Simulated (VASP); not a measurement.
Ti, 1 atom in the cell. It takes space group I4/mmm (No. 139, tetragonal). The conventional cell has a = 3.151 Å, b = 3.151 Å, c = 3.659 Å, α = 90.00°, β = 90.00°, γ = 90.00°. Within 3.8 Å of Ti (site symmetry 4/mmm) lie 14 Ti at 2.88 to 3.66 Å. 

```yaml
Program: VASP 6.6.1
Task: single point
Functional: PBE
Potentials_or_basis: VASP PAW PBE potentials, release 64 (Ti_sv)
Cutoff: 520 eV
k_mesh: 22 × 22 × 22
Occupations: gaussian, width 0.15 eV
Spin: no spin polarisation
Dipole_correction: no
Further_INCAR_settings: ALGO = Fast; EDIFF = 1e-06; NBANDS = 12
```

Potentials or basis: VASP PAW PBE potentials, release 64 (Ti_sv).

Launch:

```bash
$ cat potpaw_PBE.64/Ti_sv/POTCAR > POTCAR
$ mpirun -np 1 vasp_std > vasp.out
```

Hardware: 1 thread of Intel(R) Xeon(R) Platinum 8559C (Emerald Rapids), with other jobs on the host.

Problem. Estimate the wall time of this run.

Solution. Run time: 120 s on 1 thread of Intel(R) Xeon(R) Platinum 8559C (Emerald Rapids), on a shared host, peak memory 0.28 GiB. Counts: scf iterations 20, k points 834.
